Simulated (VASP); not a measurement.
Write the native input for VASP 6.6.1 that does the following.

- Task: single point
- Functional: PBEsol
- Potentials or basis: VASP PAW PBE potentials, release 64 (Mo_sv)
- Cutoff: 520 eV
- k mesh: 14 × 14 × 14
- Occupations: fermi-dirac, width 0.1 eV
- Spin: no spin polarisation
- Dipole correction: no
- Further INCAR settings: ALGO = Normal; EDIFF = 1e-07; NBANDS = 13

The structure of Mo lies in POSCAR:

```
Mo
1.0
    2.6415765908      0.0000000000      0.0000000000
    0.0000000000      2.6415765908      0.0000000000
    0.0000000000      0.0000000000      2.6415765908
Mo
1
Direct
    0.0000000000      0.0000000000      0.0000000000
```

This cell differs from its parent crystal: volume scaled by 1.08.

One way to write it, as run:

INCAR

```
SYSTEM = Mo
PREC     = Accurate       ! precision mode
ENCUT    = 520            ! plane-wave cutoff, eV
EDIFF    = 1E-7           ! SCF threshold, eV
ISMEAR   = -1             ! smearing method
SIGMA    = 0.1            ! smearing width, eV
LREAL    = .FALSE.        ! projectors in reciprocal space
LASPH    = .TRUE.         ! aspherical terms in the spheres
NELM     = 80             ! most SCF steps
ALGO     = Normal         ! electronic algorithm
ISIF     = 2              ! what is computed and relaxed
LWAVE    = .FALSE.        ! write WAVECAR
LCHARG   = .FALSE.        ! write CHGCAR
GGA      = PS             ! functional
NBANDS   = 13             ! bands
```

KPOINTS

```
regular mesh
0
G
  14 14 14
  0 0 0
```

Potentials or basis: VASP PAW PBE potentials, release 64 (Mo_sv).

The run is started by

```console
$ cat potpaw_PBE.64/Mo_sv/POTCAR > POTCAR
$ mpirun -np 1 vasp_std > vasp.out
```

Results of the run:

```yaml
Pressure: -14.0 GPa
Band_gap_on_the_k_mesh: zero (band 7 reaches 11.32 eV, above the bottom of band 8 at 9.15 eV)
```

Caveat: the PAW data sets were made with another functional, which shifts forces and pressure a little.

It took 7.4 s on 1 thread of Intel(R) Xeon(R) 6975P-C (Granite Rapids), with other jobs on the host, peak memory 0.14 GiB.
